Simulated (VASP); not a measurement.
Runs of VASP 6.6.1 on KCl. The structure is that of space group Fm-3m (No. 225), or close to it. The cells are those of the table. 

| level | cell | k mesh | smearing | gap on the mesh (eV) | pressure (GPa) |
| --- | --- | --- | --- | --- | --- |
| r2SCAN | a = 4.447 Å, angles 60.0°, 2 atoms | 8 × 8 × 8 | gaussian 0.01 eV | 5.84 | (b) |
| PBE | a = 4.447, b = 4.447, c = 4.459 Å, angles 59.9, 59.9, 59.8°, 2 atoms | 4 × 4 × 4 | gaussian 0.01 eV | 5.19 | 0.8 |
| PBE | a = 4.392, b = 4.392, c = 4.447 Å, angles 59.6, 59.6, 60.8°, 2 atoms | 4 × 4 × 4 | gaussian 0.01 eV | 5.26 | (a) |
| PBE | a = 4.425 Å, angles 60.0°, 2 atoms | 4 × 4 × 4 | gaussian 0.01 eV | 5.24 | 1.1 |
| PBE | a = 4.447 Å, angles 60.0°, 2 atoms | 8 × 8 × 8 | fermi-dirac 0.02 eV | 5.19 | 0.8 |
| PBE | a = 4.401, b = 4.401, c = 4.314 Å, angles 60.6, 60.6, 58.7°, 2 atoms | 4 × 4 × 4 | gaussian 0.01 eV | 5.36 | 2.1 |
| PBE | a = 4.447 Å, angles 60.0°, 2 atoms | 4 × 4 × 4 | gaussian 0.01 eV | 5.19 | 0.8 |
| PBE | a = 4.425 Å, angles 60.0°, 2 atoms | 8 × 8 × 8 | fermi-dirac 0.02 eV | 5.24 | 1.1 |
| PBE | a = 4.401, b = 4.401, c = 4.314 Å, angles 60.6, 60.6, 58.7°, 2 atoms | 8 × 8 × 8 | fermi-dirac 0.02 eV | 5.36 | 2.1 |
| r2SCAN | a = 4.425 Å, angles 60.0°, 2 atoms | 8 × 8 × 8 | gaussian 0.01 eV | 5.89 | 0.3 |

Alike in all rows: no spin polarisation.

Problem. Fill in the values left out.

Solution. (a) 1.4; (b) 0.0.

Caveats: some runs use coarse meshes; the PAW data sets were made with another functional, which shifts forces and pressure a little (at least some runs).

A k mesh can miss the band edges.
